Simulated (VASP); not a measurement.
Input of a VASP 6.6.1 run:

The input INCAR:

```
SYSTEM = Be16H
PREC = Accurate ; ENCUT = 520
EDIFF = 1E-6 ; ISMEAR = 0
SIGMA = 0.15 ; LREAL = Auto
LASPH = .TRUE. ; NELM = 80
ALGO = Normal ; ISIF = 2
LWAVE = .FALSE. ; LCHARG = .FALSE.
GGA = PS ; NBANDS = 30
```

File KPOINTS:

```
Automatic mesh
0
G
  5 5 3
  0 0 0
```

File POSCAR:

```
Be16H
1.0
   -2.2900000000     -3.9663960000      0.0000000000
    3.4350000000     -1.9831980000      0.0000000000
    0.0000000000      0.0000000000      7.1768600000
Be H
16 1
Direct
    0.7428000648      0.4946995358      0.0029802474
    0.4996201077      0.3319449024      0.2525009061
    0.7492614716      0.4982563676      0.5002668186
    0.4996209051      0.3319845622      0.7491822253
    0.4996190297      0.0012181501      0.0003477699
    0.2499788297      0.8349314744      0.2492598912
    0.4996194102      0.0012487096      0.4970210949
    0.2564312030      0.8384892986      0.7465414850
    0.2564255532      0.4946835948      0.0029812538
   -0.0003826866      0.3374637882      0.2519019052
    0.2499816084      0.4982506169      0.5002682090
   -0.0003882494      0.3250251309      0.7466950572
   -0.0003895703      0.0082317386      0.0028298010
    0.7492572881      0.8349340043      0.2492596191
   -0.0003833318     -0.0042797430      0.4976360792
    0.7427955263      0.8384853003      0.7465414715
   -0.0003609597      0.6667120682      0.8747446656
```

Potentials or basis: VASP PAW PBE potentials, release 64 (Be, H).

Launch:

```console
$ cat potpaw_PBE.64/Be/POTCAR potpaw_PBE.64/H/POTCAR > POTCAR
$ mpirun -np 1 vasp_std > vasp.out
```

Problem. Estimate the largest force.

Solution. 0.005 eV/Å.

Problem. Predict the pressure.

Solution. -1.0 GPa.

Stress tensor (GPa, compression positive):
```
-0.67  0.94 -0.04
 0.94  0.41  0.02
-0.04  0.02 -2.84
```

Caveat: the PAW data sets were made with another functional, which shifts forces and pressure a little.
